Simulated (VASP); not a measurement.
A run of VASP 6.6.1:

Contents of INCAR:

```
SYSTEM = TiO2
PREC     = Accurate       ! precision mode
ENCUT    = 520            ! plane-wave cutoff, eV
EDIFF    = 1E-6           ! SCF threshold, eV
ISMEAR   = 0              ! smearing method
SIGMA    = 0.05           ! smearing width, eV
LREAL    = .False.        ! projectors in reciprocal space
LASPH    = .True.         ! aspherical terms in the spheres
NELM     = 60             ! most SCF steps
ALGO     = Normal         ! electronic algorithm
ISIF     = 2              ! what is computed and relaxed
LWAVE    = .False.        ! write WAVECAR
LCHARG   = .False.        ! write CHGCAR
GGA      = PE             ! functional
NBANDS   = 33             ! bands
```

File KPOINTS:

```
Automatic mesh
0
Gamma
  6 6 10
  0 0 0
```

File POSCAR:

```
TiO2
1.0
    4.6819400349      0.0000000000      0.0000000000
    0.0000000000      4.6819400349      0.0000000000
    0.0000000000      0.0000000000      2.9884637574
Ti O
2 4
Direct
    0.0000000000      0.0000000000      0.0196221979
    0.5000000000      0.5000000000      0.5196221979
    0.3050970583      0.3050970583     -0.0293535767
    0.1949029417      0.8050970583      0.4706464233
    0.6949029417      0.6949029417     -0.0293535767
    0.8050970583      0.1949029417      0.4706464233
```

Potentials or basis: VASP PAW PBE potentials, release 64 (Ti_sv, O).

Command:

```sh
$ cat potpaw_PBE.64/Ti_sv/POTCAR potpaw_PBE.64/O/POTCAR > POTCAR
$ mpirun -np 1 vasp_std > vasp.out
```

Hardware: 1 thread of Intel(R) Xeon(R) 6975P-C (Granite Rapids), with other jobs on the host.

Problem. Estimate the wall time of this run.

Solution. Wall time 50 s on 1 thread of Intel(R) Xeon(R) 6975P-C (Granite Rapids) (shared host), peak memory 0.24 GiB. Counts: scf iterations 16, k points 60.
